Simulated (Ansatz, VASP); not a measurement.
## Al in VASP and in Ansatz

```xyz
1
Lattice="-1.6180 1.6180 1.6180 1.6180 -1.6180 1.6180 1.6180 1.6180 -1.6180" Properties=species:S:1:pos:R:3 pbc="T T T"
Al    0.0000    0.0000    0.0000
```

Alike in both runs: task single point; functional PBE; k mesh 18 × 18 × 18; occupations gaussian, width 0.05 eV; no spin polarisation.

|  | VASP | Ansatz |
| --- | --- | --- |
| version | VASP 6.6.1 | Ansatz 0.2.0 |
| potentials or method | VASP PAW PBE potentials, release 64 (Al), cutoff 520 eV | scalar-relativistic, plane waves, PAW |
| valence electrons in the cell | 3 | 3 |

|  | VASP | Ansatz | Ansatz less VASP |
| --- | --- | --- | --- |
| gap on the k mesh at the Fermi level (eV) | none | none | - |
| pressure (GPa) | 0.0 | 0.0 | +0.02 |

A gap of «none» marks a metal or a gap that the smearing closes.
